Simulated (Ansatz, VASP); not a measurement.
## Two plane-wave programs on KF

INCAR

```
PREC = Accurate
ENCUT = 520
EDIFF = 1E-6
ISMEAR = 0
SIGMA = 0.05
LREAL = F
LASPH = T
NELM = 80
ALGO = Normal
ISIF = 2
LWAVE = F
LCHARG = F
GGA = PE
NBANDS = 15
```

File KPOINTS:

```
regular mesh
0
Gamma
  8 8 8
```

File POSCAR:

```
KF
1.0
    0.1453222323      2.7559012549      2.7559012549
    2.7559012549      0.1453222323      2.7559012549
    2.7559012549      2.7559012549      0.1453222323
K F
1 1
Direct
    0.0000000000      0.0000000000      0.0000000000
    0.5000000000      0.5000000000      0.5000000000
```

Input for Ansatz:

```yaml
crystal:
  lattice:
    - [0.1453222323, 2.7559012549, 2.7559012549]
    - [2.7559012549, 0.1453222323, 2.7559012549]
    - [2.7559012549, 2.7559012549, 0.1453222323]
  atoms:
    - { symbol: K, position: [0.0, 0.0, 0.0] }
    - { symbol: F, position: [0.5, 0.5, 0.5] }
basis:
  ecutwfc: 520.0
kpoints:
  mp_grid: { grid: [8, 8, 8] }
hamiltonian:
  xc: pbe
scf:
  occupations: { method: gaussian, width: 0.05 }
output:
  forces: true
  stress: true
  eigenvalues: true
  write_density: true
  write_potential: true
  elf: true
  volumetric_format: npy
```

Alike in both runs: task single point; functional PBE; k mesh 8 × 8 × 8; occupations gaussian, width 0.05 eV; no spin polarisation.

```csv
,VASP,Ansatz
version,VASP 6.6.1,Ansatz 0.2.0
potentials or method,"VASP PAW PBE potentials, release 64 (K_sv, F), cutoff 520 eV","scalar-relativistic, plane waves, PAW"
valence electrons in the cell,16,16
```

|  | VASP | Ansatz | Ansatz less VASP |
| --- | --- | --- | --- |
| gap on the k mesh at the Fermi level (eV) | 6.05 | 6.06 | +0.016 |
| least direct gap on the mesh (eV) | 6.05 | 6.06 | +0.016 |
| pressure (GPa) | 0.9 | 0.9 | -0.02 |
| traceless stress, the component that is largest in VASP (GPa) | -0.83 | -0.84 | -0.009 |
